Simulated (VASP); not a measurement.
Ta, 2 atoms in the cell. It takes space group Im-3m (No. 229, cubic). The conventional cell has a = 3.305 Å, b = 3.305 Å, c = 3.305 Å, α = 90.00°, β = 90.00°, γ = 90.00°. Within 3.8 Å of Ta (site symmetry m-3m) lie 14 Ta at 2.86 to 3.31 Å. 

- Program: VASP 6.6.1
- Task: single point
- Functional: PBE
- Potentials or basis: VASP PAW PBE potentials, release 64 (Ta_pv)
- Cutoff: 500 eV
- k mesh: 3 × 3 × 3
- Occupations: methfessel-paxton, width 0.15 eV
- Spin: collinear spin, ferromagnetic start
- Starting moments: [0.65, 0.65] μB
- Hubbard terms: Ta d U = 1.5 eV
- Dipole correction: no
- Further INCAR settings: ALGO = Normal; EDIFF = 1e-06; NBANDS = 22

Potentials or basis: VASP PAW PBE potentials, release 64 (Ta_pv).

Run with:

```sh
$ cat potpaw_PBE.64/Ta_pv/POTCAR > POTCAR
$ mpirun -np 1 vasp_std > vasp.out
```

Hardware: 1 thread of Intel(R) Xeon(R) 6975P-C (Granite Rapids), on a shared host.

Problem. Estimate the wall time of this run.

Solution. Run time: 6.3 s on 1 thread of Intel(R) Xeon(R) 6975P-C (Granite Rapids) (shared host), peak memory 0.14 GiB. Counts: scf iterations 19, k points 4.
